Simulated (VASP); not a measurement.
# Co (P6_3/mmc) in VASP: settings compared, part 2 of 2

VASP 6.6.1.

**4. Single point, PBEsol**

INCAR

```
  ALGO = Normal
  EDIFF = 1E-6
  ENCUT = 520
  GGA = PS
  ISIF = 2
  ISMEAR = -1
  LASPH = T
  LCHARG = T
  LELF = T
  LREAL = F
  LVHAR = T
  LWAVE = F
  NBANDS = 26
  NELM = 100
  PREC = Accurate
  SIGMA = 0.05
```

KPOINTS

```
k-points
0
Gamma
  12 12 4
```

POSCAR

```
Co
1.0
    2.4705617809      0.0000000000      0.0000000000
   -1.2352808905      2.1395692639      0.0000000000
    0.0000000000      0.0000000000      8.0882338000
Co
4
Direct
    0.6666666667      0.3333333333      0.7500000000
    0.0000000000      0.0000000000      0.5000000000
    0.3333333333      0.6666666667      0.2500000000
    0.0000000000      0.0000000000      0.0000000000
```

Potentials or basis: VASP PAW PBE potentials, release 64 (Co).

On the command line:

```console
$ cat potpaw_PBE.64/Co/POTCAR > POTCAR
$ mpirun -np 1 vasp_std > vasp.out
```

OUTCAR:

```text
EDIFF = 1E-6
   ENCUT = 520
   GGA = PS
   ISIF = 2
   ISMEAR = -1
   LASPH = T
   LREAL = F
   NELM = 100
   PREC = Accurate

 ion  position               nearest neighbor table
   1  0.667  0.333  0.750-   2 2.47   4 2.47   2 2.47   4 2.47   2 2.47   4 2.47
   2  0.000  0.000  0.500-   1 2.47   3 2.47   1 2.47   3 2.47   1 2.47   3 2.47
   3  0.333  0.667  0.250-   2 2.47   4 2.47   2 2.47   4 2.47   2 2.47   4 2.47
   4  0.000  0.000  0.000-   1 2.47   3 2.47   1 2.47   3 2.47   1 2.47   3 2.47

  LATTYP: Found a hexagonal cell.
 ALAT       =     2.4705617809
 C/A-ratio  =     3.2738439745

  Lattice vectors:

 A1 = (   2.4705617809,   0.0000000000,   0.0000000000)
 A2 = (  -1.2352808905,   2.1395692639,   0.0000000000)
 A3 = (   0.0000000000,   0.0000000000,   8.0882338000)

Analysis of symmetry for initial positions (statically):
=====================================================================
 Subroutine PRICEL returns:
 Original cell was already a primitive cell.

 Routine SETGRP: Setting up the symmetry group for a
 hexagonal supercell.

 Subroutine GETGRP returns: Found 24 space group operations
 (whereof 12 operations were pure point group operations)
 out of a pool of 24 trial point group operations.

The static configuration has the point symmetry D_3d.
 The point group associated with its full space group is D_6h.

Analysis of symmetry for dynamics (positions and initial velocities):
=====================================================================
 Subroutine PRICEL returns:
 Original cell was already a primitive cell.

 Routine SETGRP: Setting up the symmetry group for a
 hexagonal supercell.

 Subroutine GETGRP returns: Found 24 space group operations
 (whereof 12 operations were pure point group operations)
 out of a pool of 24 trial point group operations.

The dynamic configuration has the point symmetry D_3d.
 The point group associated with its full space group is D_6h.

 Subroutine INISYM returns: Found 24 space group operations
 (whereof 12 operations are pure point group operations),
 and found     1 'primitive' translations

----------------------------------------------------------------------------------------

                                     Primitive cell

  volume of cell :      42.7539

  direct lattice vectors                    reciprocal lattice vectors
     2.470561781  0.000000000  0.000000000     0.404766239  0.233691897  0.000000000
    -1.235280890  2.139569264  0.000000000     0.000000000  0.467383794  0.000000000
     0.000000000  0.000000000  8.088233800     0.000000000  0.000000000  0.123636386

  length of vectors
     2.470561781  2.470561781  8.088233800     0.467383794  0.467383794  0.123636386

  position of ions in fractional coordinates (direct lattice)
     0.666666667  0.333333333  0.750000000
     0.000000000  0.000000000  0.500000000
     0.333333333  0.666666667  0.250000000
     0.000000000  0.000000000  0.000000000

  ion indices of the primitive-cell ions
   primitive index   ion index
                 1           1
                 2           2
                 3           3
                 4           4

----------------------------------------------------------------------------------------

 KPOINTS: k-points

Automatic generation of k-mesh.
 Grid dimensions read from file:
 generate k-points for:   12   12    4

 Generating k-lattice:

  Cartesian coordinates                     Fractional coordinates (reciprocal lattice)
     0.033730520  0.019474325  0.000000000     0.083333333  0.000000000  0.000000000
     0.000000000  0.038948649  0.000000000     0.000000000  0.083333333  0.000000000
     0.000000000  0.000000000  0.030909097     0.000000000  0.000000000  0.250000000

  Length of vectors
     0.038948649  0.038948649  0.030909097

  Shift w.r.t. Gamma in fractional coordinates (k-lattice)
     0.000000000  0.000000000  0.000000000

 Subroutine IBZKPT returns following result:
 ===========================================

 Found     57 irreducible k-points:

 Following reciprocal coordinates:
            Coordinates               Weight
  0.000000  0.000000  0.000000      1.000000
  0.083333  0.000000  0.000000      6.000000
  0.166667 -0.000000  0.000000      6.000000
  0.250000  0.000000  0.000000      6.000000
  0.333333  0.000000  0.000000      6.000000
  0.416667  0.000000  0.000000      6.000000
[... 16 lines left out ...]
  0.250000  0.000000  0.250000     12.000000
  0.333333  0.000000  0.250000     12.000000
 [... further k-points ...]
   k-points           NKPTS =     57   k-points in BZ     NKDIM =     57   number of bands    NBANDS=     26
   number of dos      NEDOS =    301   number of ions     NIONS =      4
   total plane-waves  NPLWV =  19440
   dimension x,y,z NGX =    18 NGY =   18 NGZ =   60
   dimension x,y,z NGXF=    36 NGYF=   36 NGZF=  120
   ions per type =               4
   NGX,Y,Z   is equivalent  to a cutoff of  12.11, 12.11, 12.33 a.u.
   NGXF,Y,Z  is equivalent  to a cutoff of  24.22, 24.22, 24.66 a.u.
 SYSTEM =  unknown system
   PREC   = accura    normal or accurate (medium, high low for compatibility)
   ISTART =      0    job   : 0-new  1-cont  2-samecut
   ICHARG =      2    charge: 1-file 2-atom 10-const
   ISPIN  =      1    spin polarized calculation?
   LNONCOLLINEAR =      F non collinear calculations
   LSORBIT =      F    spin-orbit coupling
   LASPH  =      T    aspherical Exc in radial PAW
   ENCUT  =  520.0 eV  38.22 Ry    6.18 a.u.   4.59  4.59 15.04*2*pi/ulx,y,z
   NELM   =    100;   NELMIN=  2; NELMDL= -5     # of ELM steps
   EDIFF  = 0.1E-05   stopping-criterion for ELM
   LREAL  =      F    real-space projection
   EDIFFG = 0.1E-04   stopping-criterion for IOM
   NSW    =      0    number of steps for IOM
   IBRION =     -1    ionic relax: 0-MD 1-quasi-New 2-CG
   NFREE  =      0    steps in history (QN), initial steepest desc. (CG)
   ISIF   =      2    stress and relaxation
   ISYM   =      2    0-nonsym 1-usesym 2-fastsym
   POTIM  = 0.5000    time-step for ionic-motion
   TEBEG  =    0.0;   TEEND  =   0.0 temperature during run
   PSTRESS=    0.0 pullay stress
   NELECT =      36.0000    total number of electrons
   NUPDOWN=      -1.0000    fix difference up-down
   EMIN   =  10.00;   EMAX   =-10.00  energy-range for DOS
   EFERMI =   0.00;   METHOD = LEGACY
   ISMEAR =    -1;   SIGMA  =   0.05  broadening in eV -4-tet -1-fermi 0-gaus
   EFERMI_NEDOS =   21; number of points for ismear=-14 and -15
   IALGO  =     38    algorithm
   IMIX   =      4    mixing-type and parameters
     AMIX     =   0.40;   BMIX     =  1.00
     AMIX_MAG =   1.60;   BMIX_MAG =  1.00
  volume/ion in A,a.u.               =      10.69        72.13
  Fermi-wavevector in a.u.,A,eV,Ry     =   1.545908  2.921343 32.515647  2.389833
  Thomas-Fermi vector in A             =   2.651220
   LORBIT       =      0    0 simple, 1 ext, 2 COOP (PROOUT), +10 PAW based schemes
   GGA     = PS    functional components
   LHFCALC =     F    Hartree Fock is set to
   AEXX    =    0.0000 exact exchange contribution
   IVDW    =     0    specifies the selected vdW correction
   LEPSILON=     F    determine dielectric tensor
   LRPA    =     F    only Hartree local field effects (RPA)
 non-spin polarized calculation
  energy-cutoff  :      520.00
  volume of cell :       42.75
 maximum number of plane-waves:      1170
   NGX =  9   NGY =  9   NGZ = 31

 number of electron      35.9999992 magnetization

 Free energy of the ion-electron system (eV)
  ---------------------------------------------------
  ext. energy  EPLUGINS =         0.00000000
  ---------------------------------------------------
  free energy    TOTEN  =       -30.12838599 eV

  energy without entropy =      -30.04807978  energy(sigma->0) =      -30.08823288

 E-fermi :  10.1587     XC(G=0): -13.6865

 val. band max:       10.1541429416   @ k =   0.2500   0.0833   0.2500
 cond. band min:      10.1707079253   @ k =   0.3333   0.3333   0.2500
 fundamental gap:      0.0165649837
 Fermi energy:        10.1587121637

 k-point     1 :       0.0000    0.0000    0.0000
  band No.  band energies     occupation
      1       1.2399      2.00000
      2       3.5040      2.00000
      3       3.5091      2.00000
      4       5.4707      2.00000
      5       7.8683      2.00000
      6       7.8833      2.00000
[... 18 lines left out ...]
     25      16.9936      0.00000
     26      25.2890      0.00000
[... 644 lines left out ...]
      4       6.4220      2.00000
      5       6.7373      2.00000
      6       6.8752      2.00000
[... 18 lines left out ...]
     25      19.0944      0.00000
     26      20.3687      0.00000

 [... further k-points ...]
[... 5 lines left out ...]
  --------------------------------------------------------------------------------------
  -------------------------------------------------------------------------------------
  Total       -4.9716808     -4.9716808     -5.3668407      0.0000000      0.0000000     -0.0000000
  in kB     -186.3108097   -186.3108097   -201.1191947      0.0000000      0.0000000     -0.0000000
  external PRESSURE =    -191.2469381 kB  Pullay stress =       0.0000000 kB

 VOLUME and BASIS-vectors are now :
 -----------------------------------------------------------------------------
  energy-cutoff  :      520.00
  volume of cell :       42.75
      direct lattice vectors                 reciprocal lattice vectors
     2.470561781  0.000000000  0.000000000     0.404766239  0.233691897  0.000000000
    -1.235280890  2.139569264  0.000000000     0.000000000  0.467383794  0.000000000
     0.000000000  0.000000000  8.088233800     0.000000000  0.000000000  0.123636386

 POSITION                                       TOTAL-FORCE (eV/Angst)
 -----------------------------------------------------------------------------------
      1.23528      0.71319      6.06618         0.000000      0.000000     -0.000000
      0.00000      0.00000      4.04412         0.000000     -0.000000      0.000000
     -0.00000      1.42638      2.02206        -0.000000     -0.000000      0.000000
      0.00000      0.00000      0.00000        -0.000000     -0.000000      0.000000
 -----------------------------------------------------------------------------------
    total drift:                                0.000000     -0.000000      0.000000

  FREE ENERGIE OF THE ION-ELECTRON SYSTEM (eV)
  ---------------------------------------------------
  free  energy   TOTEN  =       -30.1283859876 eV

  energy  without entropy=      -30.0480797803  energy(sigma->0) =      -30.08823288
```

OSZICAR:

```text
N       E                     dE             d eps       ncg     rms          rms(c)
DAV:   1     0.234543042694E+03    0.23454E+03   -0.15645E+04  3020   0.186E+03
DAV:   2    -0.229647463823E+02   -0.25751E+03   -0.24502E+03  2972   0.343E+02
DAV:   3    -0.360475702727E+02   -0.13083E+02   -0.12230E+02  3068   0.108E+02
DAV:   4    -0.362692140012E+02   -0.22164E+00   -0.22098E+00  3634   0.136E+01
DAV:   5    -0.362758279724E+02   -0.66140E-02   -0.66133E-02  3772   0.187E+00    0.219E+01
DAV:   6    -0.312746729853E+02    0.50012E+01   -0.47458E+01  3082   0.985E+01    0.819E+00
DAV:   7    -0.302664859972E+02    0.10082E+01   -0.68147E+00  3116   0.386E+01    0.414E+00
DAV:   8    -0.318450760073E+02   -0.15786E+01   -0.63571E+00  3532   0.457E+01    0.184E+01
DAV:   9    -0.301526163324E+02    0.16925E+01   -0.24357E+00  3554   0.340E+01    0.762E-01
DAV:  10    -0.301346419351E+02    0.17974E-01   -0.95021E-02  3238   0.305E+00    0.429E-01
DAV:  11    -0.301296690019E+02    0.49729E-02   -0.38791E-03  3512   0.787E-01    0.192E-01
DAV:  12    -0.301283864153E+02    0.12826E-02   -0.50128E-04  3726   0.213E-01    0.553E-02
DAV:  13    -0.301283863101E+02    0.10528E-06   -0.51257E-05  3160   0.752E-02    0.199E-02
DAV:  14    -0.301283859876E+02    0.32246E-06   -0.32538E-06  2278   0.259E-02
   1 F= -.30128386E+02 E0= -.30088233E+02  d E =-.803062E-01
```

It took 30 s on 1 thread of Intel Xeon 6975P-C (Granite Rapids), shared host; peak memory 0.17 GiB.

What came out:

- Free energy: -30.1284 eV
- Pressure: -19.1 GPa
- Band gap on the k mesh: zero (band 18 reaches 10.61 eV, above the bottom of band 19 at 9.49 eV)

Caveat: the PAW data sets were made with another functional, which shifts forces and pressure a little; the run has no spin polarisation, though such a crystal can be magnetic. Spin polarisation is off, so any magnetic state and its effect on volume and gap are missing.
